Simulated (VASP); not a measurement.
A run of VASP 6.6.1 is set up as follows.

The input INCAR:

```
PREC     = Accurate       # precision mode
ENCUT    = 520            # plane-wave cutoff, eV
EDIFF    = 1E-6           # SCF threshold, eV
ISMEAR   = 0              # smearing method
SIGMA    = 0.15           # smearing width, eV
LREAL    = False          # projectors in reciprocal space
LASPH    = True           # aspherical terms in the spheres
NELM     = 60             # most SCF steps
ALGO     = Normal         # electronic algorithm
ISIF     = 2              # what is computed and relaxed
LWAVE    = False          # write WAVECAR
LCHARG   = False          # write CHGCAR
GGA      = PS             # functional
NBANDS   = 16             # bands
```

Contents of KPOINTS:

```
Automatic mesh
0
Gamma
  24 24 24
```

Contents of POSCAR:

```
WC
1.0
    3.1222214744      0.0000000000      0.0000000000
   -1.5611107372      2.7039231130      0.0000000000
    0.0000000000      0.0000000000      2.4367620704
W C
1 1
Direct
    0.0000000000      0.0000000000      0.0000000000
    0.6666666667      0.3333333333      0.5000000000
```

Potentials or basis: VASP PAW PBE potentials, release 64 (W_sv, C).

Run with:

```sh
$ cat potpaw_PBE.64/W_sv/POTCAR potpaw_PBE.64/C/POTCAR > POTCAR
$ mpirun -np 1 vasp_std > vasp.out
```

(1) What does it give for the pressure?

(2) Estimate the band gap on the k mesh.

## Answers

(1) 28.3 GPa.

(2) zero (bands 9 and 10 overlap by 3.57 eV).

Caveat: the cell stands under pressure; the PAW data sets were made with another functional, which shifts forces and pressure a little; spin-orbit coupling is left out, which moves the levels of the heavy elements.
